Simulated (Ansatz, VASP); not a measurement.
## One calculation of ScAl, two programs

INCAR

```
SYSTEM = ScAl
PREC = Accurate ; ENCUT = 600
EDIFF = 1E-7 ; ISMEAR = -1
SIGMA = 0.15 ; LREAL = .FALSE.
LASPH = .TRUE. ; NELM = 60
ALGO = Normal ; ISIF = 3
LWAVE = .FALSE. ; LCHARG = .FALSE.
IBRION = 2 ; NSW = 80
EDIFFG = -0.001
```

File KPOINTS:

```
regular mesh
0
G
  12 12 12
  0 0 0
```

File POSCAR:

```
ScAl
1.0
    3.3076961103      0.0000000000      0.0000000000
    0.0000000000      3.3076961103      0.0000000000
    0.0000000000      0.0000000000      3.3076961103
Sc Al
1 1
Direct
    0.5000000000      0.5000000000      0.5000000000
    0.0000000000      0.0000000000      0.0000000000
```

Input for Ansatz:

```yaml
crystal:
  lattice:
    - [3.3076961071, 0.0, 0.0]
    - [0.0, 3.3076961071, 0.0]
    - [0.0, 0.0, 3.3076961071]
  atoms:
    - { symbol: Sc, position: [0.5, 0.5, 0.5] }
    - { symbol: Al, position: [0.0, 0.0, 0.0] }
basis:
  ecutwfc: 420
kpoints:
  mp_grid: { grid: [12, 12, 12] }
hamiltonian:
  xc: lda
scf:
  occupations: { method: fermi_dirac, width: 0.15 }
output:
  forces: true
  stress: true
  eigenvalues: true
  write_density: true
  write_potential: true
  elf: true
  volumetric_format: npy
relax:
  adjacent_minimum: "off"
  f_tol: 0.001
  max_steps: 60
  cell: { stress_tol: 0.01 }
```

Alike in both runs: task relaxation of cell and atoms; functional LDA; k mesh 12 × 12 × 12; occupations fermi-dirac, width 0.15 eV; no spin polarisation.

```csv
,VASP,Ansatz
version,VASP 6.6.1,Ansatz 0.2.0
potentials or method,"VASP PAW LDA potentials, release 64 (Sc_sv, Al), cutoff 600 eV","scalar-relativistic, plane waves, PAW"
valence electrons in the cell,14,14
```

VASP gave:

- gap on the k mesh at the Fermi level, each at its own relaxed structure (eV): none
- relaxed volume (Å³/atom): 18.19
- relaxed cell length with the largest relative difference (Å): 3.313

Question: What did Ansatz give for the same quantities?

Answer: gap on the k mesh at the Fermi level, each at its own relaxed structure (eV): none; relaxed volume (Å³/atom): 18.14; relaxed cell length with the largest relative difference (Å): 3.310.

LDA's correlation is that of Perdew and Zunger in VASP and of Perdew and Wang (1992) in Ansatz. A gap of «none» marks a metal or a gap that the smearing closes.
